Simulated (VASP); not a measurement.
Wanted: the native input for a VASP 6.6.1 run.

```yaml
Task: relaxation of shape and atoms at fixed volume
Functional: PBEsol
Potentials_or_basis: VASP PAW PBE potentials, release 64 (Mg, F)
Cutoff: 600 eV
k_mesh: 7 × 7 × 10
Occupations: fermi-dirac, width 0.08 eV
Spin: no spin polarisation
Dipole_correction: no
Further_INCAR_settings: ALGO = Normal; EDIFF = 1e-07; IBRION = 2; EDIFFG = -0.005; NSW = 50; ISIF = 4
```

The structure of MgF2 (rutile type) lies in POSCAR:

```
MgF2
1.0
    3.9558966328      0.0000000000      0.0000000000
    0.0000000000      3.9558966328      0.0000000000
    0.0000000000      0.0000000000      2.6113622172
Mg F
2 4
Direct
    0.0000000000      0.0000000000      0.0000000000
    0.5000000000      0.5000000000      0.5000000000
    0.3033899452      0.3033899452      0.0000000000
    0.6966100548      0.6966100548      0.0000000000
    0.8033899452      0.1966100548      0.5000000000
    0.1966100548      0.8033899452      0.5000000000
```

The input as run:

INCAR

```
SYSTEM = MgF2
ALGO = Normal
EDIFF = 1E-7
EDIFFG = -0.005
ENCUT = 600
GGA = PS
GGA_COMPAT = .FALSE.
IBRION = 2
ISIF = 4
ISMEAR = -1
LASPH = .TRUE.
LCHARG = .FALSE.
LREAL = .FALSE.
LWAVE = .FALSE.
NELM = 120
NELMIN = 4
NSW = 50
PREC = Accurate
SIGMA = 0.08
```

KPOINTS

```
k-points
0
G
  7 7 10
  0 0 0
```

Potentials or basis: VASP PAW PBE potentials, release 64 (Mg, F).

Launch:

```sh
$ cat potpaw_PBE.64/Mg/POTCAR potpaw_PBE.64/F/POTCAR > POTCAR
$ mpirun -np 1 vasp_std > vasp.out
```

It gave:

```json
{
  "Energy gained by relaxing": "14.4 meV/atom",
  "Ionic steps": "9",
  "Pressure after relaxing": "136.2 GPa",
  "Band gap on the k mesh": "10.66 eV"
}
```

Caveat: the PAW data sets were made with another functional, which shifts forces and pressure a little; an odd mesh through Γ misses points on the zone boundary, where band edges can lie.

Wall time 120 s on 1 thread of Intel(R) Xeon(R) 6975P-C (Granite Rapids), with other jobs on the host, peak memory 0.19 GiB.
